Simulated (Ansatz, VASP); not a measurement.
**Two plane-wave programs on SiC**

File INCAR:

```
SYSTEM = SiC
PREC = Accurate
ENCUT = 600
EDIFF = 1E-6
ISMEAR = 0
SIGMA = 0.01
LREAL = .FALSE.
LASPH = .TRUE.
NELM = 120
ALGO = Normal
ISIF = 2
LWAVE = .FALSE.
LCHARG = .FALSE.
GGA = PE
NBANDS = 36
GGA_COMPAT = .FALSE.
```

Contents of KPOINTS:

```
regular mesh
0
G
  8 8 2
  0 0 0
```

POSCAR

```
SiC
1.0
    3.0938374166      0.0000000000      0.0000000000
   -1.5469187083      2.6793417980      0.0000000000
    0.0000000000      0.0000000000     15.1814031222
Si C
6 6
Direct
    0.0000000000      0.0000000000      0.1250372901
    0.0000000000      0.0000000000      0.6250372901
    0.3333333333      0.6666666667      0.2918105090
    0.6666666667      0.3333333333      0.7918105090
    0.3333333333      0.6666666667      0.9583040634
    0.6666666667      0.3333333333      0.4583040634
    1.0000000000      1.0000000000      0.9996867599
    1.0000000000      1.0000000000      0.4996867599
    0.3333333333      0.6666666667      0.1668398105
    0.6666666667      0.3333333333      0.6668398105
    0.3333333333      0.6666666667      0.8333215671
    0.6666666667      0.3333333333      0.3333215671
```

Input for Ansatz:

```yaml
crystal:
  lattice:
    - [3.0938374166, 0.0, 0.0]
    - [-1.5469187083, 2.679341798, 0.0]
    - [0.0, 0.0, 15.1814031222]
  atoms:
    - { symbol: Si, position: [0.0, 0.0, 0.1250372901] }
    - { symbol: Si, position: [0.0, 0.0, 0.6250372901] }
    - { symbol: Si, position: [0.3333333333, 0.6666666667, 0.291810509] }
    - { symbol: Si, position: [0.6666666667, 0.3333333333, 0.791810509] }
    - { symbol: Si, position: [0.3333333333, 0.6666666667, 0.9583040634] }
    - { symbol: Si, position: [0.6666666667, 0.3333333333, 0.4583040634] }
    - { symbol: C, position: [1.0, 1.0, 0.9996867599] }
    - { symbol: C, position: [1.0, 1.0, 0.4996867599] }
    - { symbol: C, position: [0.3333333333, 0.6666666667, 0.1668398105] }
    - { symbol: C, position: [0.6666666667, 0.3333333333, 0.6668398105] }
    - { symbol: C, position: [0.3333333333, 0.6666666667, 0.8333215671] }
    - { symbol: C, position: [0.6666666667, 0.3333333333, 0.3333215671] }
basis:
  ecutwfc: 420
  ecutrho_ratio: 4
kpoints:
  mp_grid: { grid: [8, 8, 2] }
hamiltonian:
  xc: pbe
scf:
  occupations: { method: fixed }
output:
  forces: true
  stress: false
  eigenvalues: true
  core_levels:
    shells: { C: "1s" }
    counted_from: valence_top
    eps_inf: [6.979, 6.979, 7.259]
```

Alike in both runs: task single point; functional PBE; k mesh 8 × 8 × 2; no spin polarisation.

```csv
,VASP,Ansatz
version,VASP 6.6.1,Ansatz 0.2.0
potentials or method,"VASP PAW PBE potentials, release 64 (Si, C), cutoff 600 eV","scalar-relativistic, plane waves, PAW"
occupations,"gaussian, width 0.01 eV",fixed
valence electrons in the cell,48,48
```

Ansatz gave:

| Quantity | Value |
| --- | --- |
| gap on the k mesh at the Fermi level (eV) | 2.03 |
| least direct gap on the mesh (eV) | 3.13 |

**Question.** Estimate VASP's values.

**Answer.** gap on the k mesh at the Fermi level (eV): 2.03; least direct gap on the mesh (eV): 3.12.
